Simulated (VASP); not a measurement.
# Au (P6_3/mmc) in VASP: a series of runs

Au is run at these levels: PBEsol, PBEsol-based global hybrid with 25 % exact exchange, PBEsol-based screened hybrid with 25 % exact exchange, HSE06; tasks: single point.

Everything below comes from runs of VASP 6.6.1. Logs are shortened: lines on timing, memory, paths and dates and some standing lists are left out, and cuts for length are marked.

## Step 1: The cell of the first run

The structure is hexagonal, space group P6_3/mmc (No. 194). The conventional cell has a = 2.900 Å, b = 2.900 Å, c = 4.880 Å, α = 90.00°, β = 90.00°, γ = 120.00°. Au (site symmetry -6m2) has 12 Au at 2.90 to 2.96 Å within 3.8 Å.

This isn't the form of Au at room conditions, which is fcc.

## Step 2: Single point, PBEsol

INCAR

```
PREC = Accurate ; ENCUT = 520
EDIFF = 1E-6 ; ISMEAR = -1
SIGMA = 0.05 ; LREAL = F
LASPH = T ; NELM = 100
ALGO = Normal ; ISIF = 2
LWAVE = F ; LCHARG = T
GGA = PS ; LELF = T
LVHAR = T ; NBANDS = 18
```

KPOINTS

```
regular mesh
0
Gamma
  8 8 4
```

POSCAR

```
Au
1.0
    2.9000000000      0.0000000000      0.0000000000
   -1.4500000000      2.5114736710      0.0000000000
    0.0000000000      0.0000000000      4.8800000000
Au
2
Direct
    0.6666666667      0.3333333333      0.2500000000
    0.3333333333      0.6666666667      0.7500000000
```

Potentials or basis: VASP PAW PBE potentials, release 64 (Au).

Command:

```sh
cat potpaw_PBE.64/Au/POTCAR > POTCAR
mpirun -np 1 vasp_std > vasp.out
```

OUTCAR:

```text
PREC = Accurate
   ENCUT = 520
   EDIFF = 1E-6
   ISMEAR = -1
   LREAL = F
   LASPH = T
   NELM = 100
   ISIF = 2
   GGA = PS

 ion  position               nearest neighbor table
   1  0.667  0.333  0.250-   2 2.96   2 2.96   2 2.96   2 2.96   2 2.96   2 2.96
   2  0.333  0.667  0.750-   1 2.96   1 2.96   1 2.96   1 2.96   1 2.96   1 2.96

  LATTYP: Found a hexagonal cell.
 ALAT       =     2.9000000000
 C/A-ratio  =     1.6827586207

  Lattice vectors:

 A1 = (   2.9000000000,   0.0000000000,   0.0000000000)
 A2 = (  -1.4500000000,   2.5114736710,   0.0000000000)
 A3 = (   0.0000000000,   0.0000000000,   4.8800000000)

Analysis of symmetry for initial positions (statically):
=====================================================================
 Subroutine PRICEL returns:
 Original cell was already a primitive cell.

 Routine SETGRP: Setting up the symmetry group for a
 hexagonal supercell.

 Subroutine GETGRP returns: Found 24 space group operations
 (whereof 12 operations were pure point group operations)
 out of a pool of 24 trial point group operations.

The static configuration has the point symmetry D_3d.
 The point group associated with its full space group is D_6h.

Analysis of symmetry for dynamics (positions and initial velocities):
=====================================================================
 Subroutine PRICEL returns:
 Original cell was already a primitive cell.

 Routine SETGRP: Setting up the symmetry group for a
 hexagonal supercell.

 Subroutine GETGRP returns: Found 24 space group operations
 (whereof 12 operations were pure point group operations)
 out of a pool of 24 trial point group operations.

The dynamic configuration has the point symmetry D_3d.
 The point group associated with its full space group is D_6h.

 Subroutine INISYM returns: Found 24 space group operations
 (whereof 12 operations are pure point group operations),
 and found     1 'primitive' translations

----------------------------------------------------------------------------------------

                                     Primitive cell

  volume of cell :      35.5424

  direct lattice vectors                    reciprocal lattice vectors
     2.900000000  0.000000000  0.000000000     0.344827586  0.199086300  0.000000000
    -1.450000000  2.511473671  0.000000000     0.000000000  0.398172599  0.000000000
     0.000000000  0.000000000  4.880000000     0.000000000  0.000000000  0.204918033

  length of vectors
     2.900000000  2.900000000  4.880000000     0.398172599  0.398172599  0.204918033

  position of ions in fractional coordinates (direct lattice)
     0.666666667  0.333333333  0.250000000
     0.333333333  0.666666667  0.750000000

  ion indices of the primitive-cell ions
   primitive index   ion index
                 1           1
                 2           2

----------------------------------------------------------------------------------------

 KPOINTS: regular mesh

Automatic generation of k-mesh.
 Grid dimensions read from file:
 generate k-points for:    8    8    4

 Generating k-lattice:

  Cartesian coordinates                     Fractional coordinates (reciprocal lattice)
     0.043103448  0.024885787  0.000000000     0.125000000  0.000000000  0.000000000
     0.000000000  0.049771575  0.000000000     0.000000000  0.125000000  0.000000000
     0.000000000  0.000000000  0.051229508     0.000000000  0.000000000  0.250000000

  Length of vectors
     0.049771575  0.049771575  0.051229508

  Shift w.r.t. Gamma in fractional coordinates (k-lattice)
     0.000000000  0.000000000  0.000000000

 Subroutine IBZKPT returns following result:
 ===========================================

 Found     30 irreducible k-points:

 Following reciprocal coordinates:
            Coordinates               Weight
  0.000000  0.000000  0.000000      1.000000
  0.125000 -0.000000  0.000000      6.000000
  0.250000 -0.000000  0.000000      6.000000
  0.375000 -0.000000  0.000000      6.000000
  0.500000 -0.000000  0.000000      3.000000
  0.125000  0.125000  0.000000      6.000000
[... 16 lines left out ...]
  0.250000 -0.000000  0.500000      6.000000
  0.375000 -0.000000  0.500000      6.000000
 [... further k-points ...]
   k-points           NKPTS =     30   k-points in BZ     NKDIM =     30   number of bands    NBANDS=     18
   number of dos      NEDOS =    301   number of ions     NIONS =      2
   total plane-waves  NPLWV =  20736
   dimension x,y,z NGX =    24 NGY =   24 NGZ =   36
   dimension x,y,z NGXF=    48 NGYF=   48 NGZF=   72
   ions per type =               2
   NGX,Y,Z   is equivalent  to a cutoff of  13.76, 13.76, 12.26 a.u.
   NGXF,Y,Z  is equivalent  to a cutoff of  27.52, 27.52, 24.53 a.u.
 SYSTEM =  unknown system
   PREC   = accura    normal or accurate (medium, high low for compatibility)
   ISTART =      0    job   : 0-new  1-cont  2-samecut
   ICHARG =      2    charge: 1-file 2-atom 10-const
   ISPIN  =      1    spin polarized calculation?
   LNONCOLLINEAR =      F non collinear calculations
   LSORBIT =      F    spin-orbit coupling
   LASPH  =      T    aspherical Exc in radial PAW
   ENCUT  =  520.0 eV  38.22 Ry    6.18 a.u.   5.39  5.39  9.07*2*pi/ulx,y,z
   NELM   =    100;   NELMIN=  2; NELMDL= -5     # of ELM steps
   EDIFF  = 0.1E-05   stopping-criterion for ELM
   LREAL  =      F    real-space projection
   EDIFFG = 0.1E-04   stopping-criterion for IOM
   NSW    =      0    number of steps for IOM
   IBRION =     -1    ionic relax: 0-MD 1-quasi-New 2-CG
   NFREE  =      0    steps in history (QN), initial steepest desc. (CG)
   ISIF   =      2    stress and relaxation
   ISYM   =      2    0-nonsym 1-usesym 2-fastsym
   POTIM  = 0.5000    time-step for ionic-motion
   TEBEG  =    0.0;   TEEND  =   0.0 temperature during run
   PSTRESS=    0.0 pullay stress
   NELECT =      22.0000    total number of electrons
   NUPDOWN=      -1.0000    fix difference up-down
   EMIN   =  10.00;   EMAX   =-10.00  energy-range for DOS
   EFERMI =   0.00;   METHOD = LEGACY
   ISMEAR =    -1;   SIGMA  =   0.05  broadening in eV -4-tet -1-fermi 0-gaus
   EFERMI_NEDOS =   21; number of points for ismear=-14 and -15
   IALGO  =     38    algorithm
   IMIX   =      4    mixing-type and parameters
     AMIX     =   0.40;   BMIX     =  1.00
     AMIX_MAG =   1.60;   BMIX_MAG =  1.00
  volume/ion in A,a.u.               =      17.77       119.93
  Fermi-wavevector in a.u.,A,eV,Ry     =   1.395191  2.636528 26.484517  1.946557
  Thomas-Fermi vector in A             =   2.518667
   LORBIT       =      0    0 simple, 1 ext, 2 COOP (PROOUT), +10 PAW based schemes
   GGA     = PS    functional components
   LHFCALC =     F    Hartree Fock is set to
   AEXX    =    0.0000 exact exchange contribution
   IVDW    =     0    specifies the selected vdW correction
   LEPSILON=     F    determine dielectric tensor
   LRPA    =     F    only Hartree local field effects (RPA)
 non-spin polarized calculation
  energy-cutoff  :      520.00
  volume of cell :       35.54
 maximum number of plane-waves:       978
 NGX is ok and might be reduce to    24
   NGX = 11   NGY = 11   NGZ = 19

 number of electron      22.0000001 magnetization

 Free energy of the ion-electron system (eV)
  ---------------------------------------------------
  ext. energy  EPLUGINS =         0.00000000
  ---------------------------------------------------
  free energy    TOTEN  =        -7.76290111 eV

  energy without entropy =       -7.74731955  energy(sigma->0) =       -7.75511033

 E-fermi :   8.5663     XC(G=0): -12.6356

 val. band max:        8.5505169081   @ k =   0.3750   0.1250   0.2500
 cond. band min:       8.6072456753   @ k =   0.5000  -0.0000   0.2500
 fundamental gap:      0.0567287672
 Fermi energy:         8.5663381193

 k-point     1 :       0.0000    0.0000    0.0000
  band No.  band energies     occupation
      1      -0.8904      2.00000
      2       1.5424      2.00000
      3       3.9649      2.00000
      4       4.2328      2.00000
      5       4.2328      2.00000
      6       4.5213      2.00000
[... 10 lines left out ...]
     17      26.6755      0.00000
     18      26.6755      0.00000

 k-point     2 :       0.1250   -0.0000    0.0000
  band No.  band energies     occupation
      1      -0.4194      2.00000
      2       1.9176      2.00000
      3       3.8042      2.00000
      4       4.3003      2.00000
      5       4.4606      2.00000
      6       4.5414      2.00000
[... 10 lines left out ...]
     17      24.8099      0.00000
     18      26.5295      0.00000

 k-point     3 :       0.2500   -0.0000    0.0000
  band No.  band energies     occupation
      1       0.7977      2.00000
      2       2.4715      2.00000
      3       3.6602      2.00000
      4       3.7700      2.00000
      5       4.0642      2.00000
      6       4.6781      2.00000
[... 10 lines left out ...]
     17      24.4879      0.00000
     18      25.4503      0.00000

 k-point     4 :       0.3750   -0.0000    0.0000
  band No.  band energies     occupation
      1       1.8530      2.00000
      2       2.2629      2.00000
      3       2.8715      2.00000
      4       4.2622      2.00000
      5       4.3845      2.00000
      6       4.5422      2.00000
[... 375 lines left out ...]
      4       3.6765      2.00000
      5       4.1708      2.00000
      6       4.1708      2.00000
[... 10 lines left out ...]
     17      25.0731      0.00000
     18      25.0731      0.00000

 k-point    23 :       0.2500   -0.0000    0.5000
  band No.  band energies     occupation
      1       2.0016      2.00000
      2       2.0016      2.00000
      3       3.3557      2.00000
      4       3.3557      2.00000
      5       4.2989      2.00000
      6       4.2989      2.00000
[... 10 lines left out ...]
     17      24.6724      0.00000
     18      24.6724      0.00000

 k-point    24 :       0.3750   -0.0000    0.5000
  band No.  band energies     occupation
      1       2.0460      2.00000
      2       2.0460      2.00000
      3       3.1043      2.00000
      4       3.1043      2.00000
      5       5.3066      2.00000
      6       5.3066      2.00000
[... 10 lines left out ...]
     17      22.7703      0.00000
     18      22.7703      0.00000

 [... further k-points ...]

------------------------ aborting loop because EDIFF is reached ----------------------------------------

  FORCE on cell =-STRESS in cart. coord.  units (eV):
  Direction    XX          YY          ZZ          XY          YZ          ZX
  --------------------------------------------------------------------------------------
  -------------------------------------------------------------------------------------
  Total       -1.3266100     -1.3266100     -1.4014575      0.0000000     -0.0000000     -0.0000000
  in kB      -59.8008546    -59.8008546    -63.1748256      0.0000000     -0.0000000     -0.0000000
  external PRESSURE =     -60.9255116 kB  Pullay stress =       0.0000000 kB

 VOLUME and BASIS-vectors are now :
 -----------------------------------------------------------------------------
  energy-cutoff  :      520.00
  volume of cell :       35.54
      direct lattice vectors                 reciprocal lattice vectors
     2.900000000  0.000000000  0.000000000     0.344827586  0.199086300  0.000000000
    -1.450000000  2.511473671  0.000000000     0.000000000  0.398172599  0.000000000
     0.000000000  0.000000000  4.880000000     0.000000000  0.000000000  0.204918033

 POSITION                                       TOTAL-FORCE (eV/Angst)
 -----------------------------------------------------------------------------------
      1.45000      0.83716      1.22000         0.000000      0.000000      0.000000
     -0.00000      1.67432      3.66000         0.000000      0.000000      0.000000
 -----------------------------------------------------------------------------------
    total drift:                                0.000000     -0.000000      0.000000

  FREE ENERGIE OF THE ION-ELECTRON SYSTEM (eV)
  ---------------------------------------------------
  free  energy   TOTEN  =        -7.7629011089 eV

  energy  without entropy=       -7.7473195502  energy(sigma->0) =       -7.75511033
```

It took 6.8 s on 1 thread of Intel Xeon 6975P-C (Granite Rapids), shared host; peak memory 0.15 GiB.

Results:

```
Free energy            : -7.7629 eV
Pressure               : -6.1 GPa
Band gap on the k mesh : zero (bands 11 and 12 overlap by 5.88 eV)
```

Stress tensor (GPa, compression positive):
```
-5.98  0.00  0.00
 0.00 -5.98  0.00
 0.00  0.00 -6.32
```

Caveat: the cell stands under tension; the PAW data sets were made with another functional, which shifts forces and pressure a little; spin-orbit coupling is left out, which moves the levels of the heavy elements.

## Step 3: Single point, PBEsol, non-collinear spin, zero start, spin-orbit coupling

INCAR

```
PREC = Accurate
ENCUT = 520
EDIFF = 1E-7
ISMEAR = -1
SIGMA = 0.05
LREAL = False
LASPH = True
NELM = 150
ALGO = Normal
ISIF = 2
LWAVE = False
LCHARG = False
MAGMOM = 0 0 0 0 0 0
LORBIT = 11
LSORBIT = True
GGA_COMPAT = False
LORBMOM = True
LMAXMIX = 4
GGA = PS
NBANDS = 34
```

KPOINTS

```
Automatic mesh
0
Gamma
  8 8 4
```

POSCAR is that of step 2.

Potentials or basis: VASP PAW PBE potentials, release 64 (Au).

Command:

```sh
cat potpaw_PBE.64/Au/POTCAR > POTCAR
mpirun -np 1 vasp_ncl > vasp.out
```

It took 32 s on 1 thread of Intel Xeon 6975P-C (Granite Rapids), shared host; peak memory 0.26 GiB.

The run converged. Its results:

| Quantity | Value |
| --- | --- |
| Free energy | -8.3401 eV |
| Pressure | -7.4 GPa |
| Net moment | 0.00 μB per cell |
| Valence electrons inside the program's atomic spheres | Au 9.59 |

Stress tensor (GPa, compression positive):
```
-7.18  0.00  0.00
 0.00 -7.18  0.00
 0.00  0.00 -7.77
```

Moments on the atoms (μB; x, y, z):
```
Au  0.00 0.00 0.00
Au  0.00 0.00 0.00
```

Caveat: the cell stands under tension; the PAW data sets were made with another functional, which shifts forces and pressure a little.

[end of part 1 of 2]

The gap in the log of VASP goes by the Fermi energy; the results here count the filled bands.